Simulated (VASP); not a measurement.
# W: single point with PBEsol+D4

Crystal: W.

```
W
1.0
    -1.57080    1.57080    1.57080
     1.57080   -1.57080    1.57080
     1.57080    1.57080   -1.57080
W
1
Direct
  0.00000 0.00000 0.00000
```

| Quantity | Value |
| --- | --- |
| Program | VASP 6.6.1 |
| Task | single point |
| Functional | PBEsol |
| Dispersion | D4 |
| Potentials or basis | VASP PAW PBE potentials, release 64 (W_sv) |
| Cutoff | 520 eV |
| k mesh | 12 × 12 × 12 |
| Occupations | fermi-dirac, width 0.05 eV |
| Spin | no spin polarisation |

```json
{
  "Pressure": "0.7 GPa",
  "Band gap on the k mesh": "zero (band 7 reaches 16.94 eV, above the bottom of band 8 at 10.33 eV)",
  "Dispersion energy per atom": "-0.429 eV"
}
```

Levels at points of the mesh, in eV from the Fermi level:
```
           k point  band 3  band 4  band 5  band 6  band 7  band 8  band 9  band 10  band 11  band 12
(0.00, 0.00, 0.00)  -37.57  -37.57   -9.71   -1.20   -1.20   -1.20    2.36     2.36    14.66    14.66
(0.50, 0.00, 0.00)  -38.02  -37.58   -6.37   -3.62    0.84    2.27    3.27     6.44    11.50    11.62
(0.50, 0.50, 0.50)  -38.54  -38.54   -5.97   -5.97    5.41    5.41    5.41     8.50     8.50     8.50
```

It took 6.1 s on 1 thread of AMD EPYC 9R45 (Zen 5) (shared host), peak memory 0.1 GiB.

Caveat: the PAW data sets were made with another functional, which shifts forces and pressure a little; spin-orbit coupling is left out, which moves the levels of the heavy elements; pairwise dispersion overbinds metals, which lowers pressure and volume.
